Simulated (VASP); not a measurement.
# ZnO (P4_2/mnm) in VASP: single point with PBEsol

Aim: the single point of ZnO with PBEsol.

All numbers are computed with VASP 6.6.1; they aren't measurements. Logs are shortened: lines on timing, memory, paths and dates and some standing lists are left out, and cuts for length are marked.

## 1. The cell of the first run

The structure is tetragonal, space group P4_2/mnm (No. 136). Conventional cell: a = 5.512 Å, b = 5.512 Å, c = 3.244 Å, α = 90.00°, β = 90.00°, γ = 90.00°. Zn (site symmetry m2m) has 4 O at 1.94 to 2.01 Å within 2.6 Å. Within 2.6 Å of O (site symmetry m2m) lie 4 Zn at 1.94 to 2.01 Å.

## 2. Single point, PBEsol

INCAR reads:

```
SYSTEM = ZnO
ALGO = Normal
EDIFF = 1E-6
ENCUT = 520
GGA = PS
ISIF = 2
ISMEAR = -1
LASPH = .TRUE.
LCHARG = .TRUE.
LELF = .TRUE.
LREAL = .FALSE.
LVHAR = .TRUE.
LWAVE = .FALSE.
NBANDS = 46
NELM = 80
PREC = Accurate
SIGMA = 0.03
```

KPOINTS reads:

```
k-points
0
G
  4 4 6
  0 0 0
```

POSCAR reads:

```
ZnO
1.0
    5.5122628824      0.0000000000      0.0000000000
    0.0000000000      5.5122628824      0.0000000000
    0.0000000000      0.0000000000      3.2435844384
Zn O
4 4
Direct
    0.1821218761      0.1821218761      0.5000000000
    0.8178781239      0.8178781239      0.5000000000
    0.6821218761      0.3178781239      0.0000000000
    0.3178781239      0.6821218761      0.0000000000
    0.8179028315      0.1820971685      0.5000000000
    0.1820971685      0.8179028315      0.5000000000
    0.6820971685      0.6820971685      0.0000000000
    0.3179028315      0.3179028315      0.0000000000
```

Potentials or basis: VASP PAW PBE potentials, release 64 (Zn, O).

Run with:

```bash
$ cat potpaw_PBE.64/Zn/POTCAR potpaw_PBE.64/O/POTCAR > POTCAR
$ mpirun -np 1 vasp_std > vasp.out
```

OUTCAR:

```text
SYSTEM = ZnO
   EDIFF = 1E-6
   ENCUT = 520
   GGA = PS
   ISIF = 2
   ISMEAR = -1
   LASPH = .TRUE.
   LREAL = .FALSE.
   NELM = 80
   PREC = Accurate

 ion  position               nearest neighbor table
   1  0.182  0.182  0.500-   8 1.94   8 1.94   5 2.01   6 2.01   2 2.84
   2  0.818  0.818  0.500-   7 1.94   7 1.94   5 2.01   6 2.01   1 2.84
   3  0.682  0.318  0.000-   5 1.94   5 1.94   8 2.01   7 2.01   4 2.84
   4  0.318  0.682  0.000-   6 1.94   6 1.94   8 2.01   7 2.01   3 2.84
   5  0.818  0.182  0.500-   3 1.94   3 1.94   1 2.01   2 2.01
   6  0.182  0.818  0.500-   4 1.94   4 1.94   1 2.01   2 2.01
   7  0.682  0.682  0.000-   2 1.94   2 1.94   4 2.01   3 2.01
   8  0.318  0.318  0.000-   1 1.94   1 1.94   4 2.01   3 2.01

  LATTYP: Found a simple tetragonal cell.
 ALAT       =     5.5122628824
 C/A-ratio  =     0.5884306514

  Lattice vectors:

 A1 = (   5.5122628824,   0.0000000000,   0.0000000000)
 A2 = (   0.0000000000,   5.5122628824,   0.0000000000)
 A3 = (   0.0000000000,   0.0000000000,   3.2435844384)

Analysis of symmetry for initial positions (statically):
=====================================================================
 Subroutine PRICEL returns:
 Original cell was already a primitive cell.

 Routine SETGRP: Setting up the symmetry group for a
 simple tetragonal supercell.

 Subroutine GETGRP returns: Found 16 space group operations
 (whereof  8 operations were pure point group operations)
 out of a pool of 16 trial point group operations.

The static configuration has the point symmetry D_2h.
 The point group associated with its full space group is D_4h.

Analysis of symmetry for dynamics (positions and initial velocities):
=====================================================================
 Subroutine PRICEL returns:
 Original cell was already a primitive cell.

 Routine SETGRP: Setting up the symmetry group for a
 simple tetragonal supercell.

 Subroutine GETGRP returns: Found 16 space group operations
 (whereof  8 operations were pure point group operations)
 out of a pool of 16 trial point group operations.

The dynamic configuration has the point symmetry D_2h.
 The point group associated with its full space group is D_4h.

 Subroutine INISYM returns: Found 16 space group operations
 (whereof  8 operations are pure point group operations),
 and found     1 'primitive' translations

----------------------------------------------------------------------------------------

                                     Primitive cell

  volume of cell :      98.5564

  direct lattice vectors                    reciprocal lattice vectors
     5.512262882  0.000000000  0.000000000     0.181413699  0.000000000  0.000000000
     0.000000000  5.512262882  0.000000000     0.000000000  0.181413699  0.000000000
     0.000000000  0.000000000  3.243584438     0.000000000  0.000000000  0.308300900

  length of vectors
     5.512262882  5.512262882  3.243584438     0.181413699  0.181413699  0.308300900

  position of ions in fractional coordinates (direct lattice)
     0.182121876  0.182121876  0.500000000
     0.817878124  0.817878124  0.500000000
     0.682121876  0.317878124  0.000000000
     0.317878124  0.682121876  0.000000000
     0.817902831  0.182097169  0.500000000
     0.182097169  0.817902831  0.500000000
     0.682097169  0.682097169  0.000000000
     0.317902831  0.317902831  0.000000000

  ion indices of the primitive-cell ions
   primitive index   ion index
                 1           1
                 2           2
                 3           3
                 4           4
                 5           5
                 6           6
                 7           7
                 8           8

----------------------------------------------------------------------------------------

 KPOINTS: k-points

Automatic generation of k-mesh.
 Grid dimensions read from file:
 generate k-points for:    4    4    6

 Generating k-lattice:

  Cartesian coordinates                     Fractional coordinates (reciprocal lattice)
     0.045353425  0.000000000  0.000000000     0.250000000  0.000000000  0.000000000
     0.000000000  0.045353425  0.000000000     0.000000000  0.250000000  0.000000000
     0.000000000  0.000000000  0.051383483     0.000000000  0.000000000  0.166666667

  Length of vectors
     0.045353425  0.045353425  0.051383483

  Shift w.r.t. Gamma in fractional coordinates (k-lattice)
     0.000000000  0.000000000  0.000000000

 Subroutine IBZKPT returns following result:
 ===========================================

 Found     24 irreducible k-points:

 Following reciprocal coordinates:
            Coordinates               Weight
  0.000000  0.000000  0.000000      1.000000
  0.250000  0.000000  0.000000      4.000000
  0.500000  0.000000  0.000000      2.000000
  0.250000  0.250000  0.000000      4.000000
  0.500000  0.250000  0.000000      4.000000
  0.500000  0.500000  0.000000      1.000000
[... 16 lines left out ...]
  0.500000  0.250000  0.500000      4.000000
  0.500000  0.500000  0.500000      1.000000
   k-points           NKPTS =     24   k-points in BZ     NKDIM =     24   number of bands    NBANDS=     46
   number of dos      NEDOS =    301   number of ions     NIONS =      8
   total plane-waves  NPLWV =  42336
   dimension x,y,z NGX =    42 NGY =   42 NGZ =   24
   dimension x,y,z NGXF=    84 NGYF=   84 NGZF=   48
   ions per type =               4   4
   NGX,Y,Z   is equivalent  to a cutoff of  12.67, 12.67, 12.30 a.u.
   NGXF,Y,Z  is equivalent  to a cutoff of  25.33, 25.33, 24.60 a.u.
 SYSTEM =  ZnO
   PREC   = accura    normal or accurate (medium, high low for compatibility)
   ISTART =      0    job   : 0-new  1-cont  2-samecut
   ICHARG =      2    charge: 1-file 2-atom 10-const
   ISPIN  =      1    spin polarized calculation?
   LNONCOLLINEAR =      F non collinear calculations
   LSORBIT =      F    spin-orbit coupling
   LASPH  =      T    aspherical Exc in radial PAW
   ENCUT  =  520.0 eV  38.22 Ry    6.18 a.u.  10.25 10.25  6.03*2*pi/ulx,y,z
   NELM   =     80;   NELMIN=  2; NELMDL= -5     # of ELM steps
   EDIFF  = 0.1E-05   stopping-criterion for ELM
   LREAL  =      F    real-space projection
   EDIFFG = 0.1E-04   stopping-criterion for IOM
   NSW    =      0    number of steps for IOM
   IBRION =     -1    ionic relax: 0-MD 1-quasi-New 2-CG
   NFREE  =      0    steps in history (QN), initial steepest desc. (CG)
   ISIF   =      2    stress and relaxation
   ISYM   =      2    0-nonsym 1-usesym 2-fastsym
   POTIM  = 0.5000    time-step for ionic-motion
   TEBEG  =    0.0;   TEEND  =   0.0 temperature during run
   PSTRESS=    0.0 pullay stress
   NELECT =      72.0000    total number of electrons
   NUPDOWN=      -1.0000    fix difference up-down
   EMIN   =  10.00;   EMAX   =-10.00  energy-range for DOS
   EFERMI =   0.00;   METHOD = LEGACY
   ISMEAR =    -1;   SIGMA  =   0.03  broadening in eV -4-tet -1-fermi 0-gaus
   EFERMI_NEDOS =   21; number of points for ismear=-14 and -15
   IALGO  =     38    algorithm
   IMIX   =      4    mixing-type and parameters
     AMIX     =   0.40;   BMIX     =  1.00
     AMIX_MAG =   1.60;   BMIX_MAG =  1.00
  volume/ion in A,a.u.               =      12.32        83.14
  Fermi-wavevector in a.u.,A,eV,Ry     =   1.474429  2.786268 29.578277  2.173942
  Thomas-Fermi vector in A             =   2.589202
   LORBIT       =      0    0 simple, 1 ext, 2 COOP (PROOUT), +10 PAW based schemes
   GGA     = PS    functional components
   LHFCALC =     F    Hartree Fock is set to
   AEXX    =    0.0000 exact exchange contribution
   IVDW    =     0    specifies the selected vdW correction
   LEPSILON=     F    determine dielectric tensor
   LRPA    =     F    only Hartree local field effects (RPA)
 non-spin polarized calculation
  energy-cutoff  :      520.00
  volume of cell :       98.56
 maximum number of plane-waves:      2684
 NGX is ok and might be reduce to    42
   NGX = 21   NGY = 21   NGZ = 13

 number of electron      72.0000001 magnetization

 Free energy of the ion-electron system (eV)
  ---------------------------------------------------
  ext. energy  EPLUGINS =         0.00000000
  ---------------------------------------------------
  free energy    TOTEN  =       -38.56822771 eV

  energy without entropy =      -38.56822755  energy(sigma->0) =      -38.56822763

 E-fermi :   1.2651     XC(G=0): -10.9278

 val. band max:        0.9174996373   @ k =   0.0000   0.0000   0.0000
 cond. band min:       1.6107220733   @ k =   0.0000   0.0000   0.0000
 fundamental gap:      0.6932224360
 Fermi energy:         1.2651021508

 k-point     1 :       0.0000    0.0000    0.0000
  band No.  band energies     occupation
      1     -17.2210      2.00000
      2     -16.4775      2.00000
      3     -16.4775      2.00000
      4     -16.3873      2.00000
      5      -5.5583      2.00000
      6      -5.2731      2.00000
[... 38 lines left out ...]
     45      11.1339      0.00000
     46      13.0783      0.00000

 k-point     2 :       0.2500    0.0000    0.0000
  band No.  band energies     occupation
      1     -17.1339      2.00000
      2     -16.6433      2.00000
      3     -16.4449      2.00000
      4     -16.3459      2.00000
      5      -5.5376      2.00000
      6      -5.3312      2.00000
[... 38 lines left out ...]
     45      11.7580      0.00000
     46      12.3947      0.00000

 k-point     3 :       0.5000    0.0000    0.0000
  band No.  band energies     occupation
      1     -16.9090      2.00000
      2     -16.9090      2.00000
      3     -16.3773      2.00000
      4     -16.3773      2.00000
      5      -5.4519      2.00000
      6      -5.4519      2.00000
[... 38 lines left out ...]
     45      11.8924      0.00000
     46      11.8924      0.00000

 k-point     4 :       0.2500    0.2500    0.0000
  band No.  band energies     occupation
      1     -17.0545      2.00000
      2     -16.6676      2.00000
      3     -16.4935      2.00000
      4     -16.3577      2.00000
      5      -5.5443      2.00000
      6      -5.3969      2.00000
[... 920 lines left out ...]
     45       9.8466      0.00000
     46      10.5652      0.00000

 k-point    23 :       0.5000    0.2500    0.5000
  band No.  band energies     occupation
      1     -16.5348      2.00000
      2     -16.5348      2.00000
      3     -16.2666      2.00000
      4     -16.2666      2.00000
      5      -5.2641      2.00000
      6      -5.2641      2.00000
[... 38 lines left out ...]
     45      10.4738      0.00000
     46      10.4738      0.00000

 k-point    24 :       0.5000    0.5000    0.5000
  band No.  band energies     occupation
      1     -16.5255      2.00000
      2     -16.5255      2.00000
      3     -16.2713      2.00000
      4     -16.2713      2.00000
      5      -5.3586      2.00000
      6      -5.3586      2.00000
[... 38 lines left out ...]
     45      11.1640      0.00000
     46      11.1640      0.00000

------------------------ aborting loop because EDIFF is reached ----------------------------------------

  FORCE on cell =-STRESS in cart. coord.  units (eV):
  Direction    XX          YY          ZZ          XY          YZ          ZX
  --------------------------------------------------------------------------------------
  -------------------------------------------------------------------------------------
  Total        0.5238226      0.5238226      0.6399354      0.0000000      0.0000000      0.0000000
  in kB        8.5154926      8.5154926     10.4030728      0.0000000      0.0000000      0.0000000
  external PRESSURE =       9.1446860 kB  Pullay stress =       0.0000000 kB

 VOLUME and BASIS-vectors are now :
 -----------------------------------------------------------------------------
  energy-cutoff  :      520.00
  volume of cell :       98.56
      direct lattice vectors                 reciprocal lattice vectors
     5.512262882  0.000000000  0.000000000     0.181413699  0.000000000  0.000000000
     0.000000000  5.512262882  0.000000000     0.000000000  0.181413699  0.000000000
     0.000000000  0.000000000  3.243584438     0.000000000  0.000000000  0.308300900

 POSITION                                       TOTAL-FORCE (eV/Angst)
 -----------------------------------------------------------------------------------
      1.00390      1.00390      1.62179        -0.003620     -0.003620      0.000000
      4.50836      4.50836      1.62179         0.003620      0.003620     -0.000000
      3.76004      1.75223      0.00000        -0.003620      0.003620     -0.000000
      1.75223      3.76004      0.00000         0.003620     -0.003620      0.000000
      4.50850      1.00377      1.62179         0.004978     -0.004978      0.000000
      1.00377      4.50850      1.62179        -0.004978      0.004978      0.000000
      3.75990      3.75990      0.00000        -0.004978     -0.004978      0.000000
      1.75236      1.75236      0.00000         0.004978      0.004978     -0.000000
 -----------------------------------------------------------------------------------
    total drift:                                0.000000      0.000000     -0.000000

  FREE ENERGIE OF THE ION-ELECTRON SYSTEM (eV)
  ---------------------------------------------------
  free  energy   TOTEN  =       -38.5682277053 eV

  energy  without entropy=      -38.5682275479  energy(sigma->0) =      -38.56822763
```

Wall time 1.8 min (1 thread of Intel Xeon Platinum 8375C at 2.90GHz (Ice Lake), shared host); peak memory 0.24 GiB.

Results:

```yaml
Free_energy: -38.5682 eV
Pressure: 0.9 GPa
Largest_force: 0.007 eV/Å
Band_gap_on_the_k_mesh: 0.69 eV, direct
```

Forces in eV/Å, atoms in the order of the input:
```
Zn  -0.004 -0.004  0.000
Zn   0.004  0.004  0.000
Zn  -0.004  0.004  0.000
Zn   0.004 -0.004  0.000
O    0.005 -0.005  0.000
O   -0.005  0.005  0.000
O   -0.005 -0.005  0.000
O    0.005  0.005  0.000
```

Levels at points of the mesh, in eV from the valence-band top:
| k point | band 33 | band 34 | band 35 | band 36 | band 37 | band 38 | band 39 | band 40 |
| --- | --- | --- | --- | --- | --- | --- | --- | --- |
| (0.00, 0.00, 0.00) | -0.49 | -0.19 | -0.19 | 0.00 | 0.69 | 5.20 | 5.20 | 6.78 |
| (0.50, 0.00, 0.00) | -0.51 | -0.51 | -0.43 | -0.43 | 3.13 | 3.13 | 6.01 | 6.01 |
| (0.50, 0.50, 0.00) | -0.88 | -0.88 | -0.78 | -0.78 | 4.19 | 4.19 | 4.55 | 4.55 |
| (0.00, 0.00, 0.50) | -1.84 | -1.84 | -1.35 | -1.35 | 5.78 | 5.78 | 7.84 | 7.84 |
| (0.50, 0.00, 0.50) | -1.61 | -1.61 | -1.08 | -1.08 | 5.85 | 5.85 | 6.64 | 6.64 |
| (0.50, 0.50, 0.50) | -1.41 | -1.41 | -1.36 | -1.36 | 5.36 | 5.36 | 5.85 | 5.85 |

Caveat: the PAW data sets were made with another functional, which shifts forces and pressure a little. Expect the measured gap to be larger: semilocal functionals such as PBEsol lack the derivative discontinuity.
